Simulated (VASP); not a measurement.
Input of a VASP 6.6.1 run:

INCAR

```
PREC = Accurate ; ENCUT = 500
EDIFF = 1E-6 ; ISMEAR = 0
SIGMA = 0.01 ; LREAL = False
LASPH = True ; NELM = 120
ALGO = Normal ; ISIF = 2
LWAVE = False ; LCHARG = False
GGA = PS ; NBANDS = 11
GGA_COMPAT = False
```

Contents of KPOINTS:

```
regular mesh
0
Gamma
  10 10 10
```

POSCAR

```
AlP
1.0
    0.0000000000      2.6433227776      2.6433227776
    2.6433227776      0.0000000000      2.6433227776
    2.6433227776      2.6433227776      0.0000000000
Al P
1 1
Direct
    0.0000000000      0.0000000000      0.0000000000
    0.7500000000      0.7500000000      0.7500000000
```

Potentials or basis: VASP PAW PBE potentials, release 64 (Al, P).

The run is started by

```bash
$ cat potpaw_PBE.64/Al/POTCAR potpaw_PBE.64/P/POTCAR > POTCAR
$ mpirun -np 1 vasp_std > vasp.out
```

(1) Estimate the pressure.

(2) What does it give for the band gap on the k mesh?

Results:

(1) 11.0 GPa.

(2) 1.23 eV, indirect (least direct gap 3.56 eV).

Caveat: the PAW data sets were made with another functional, which shifts forces and pressure a little.
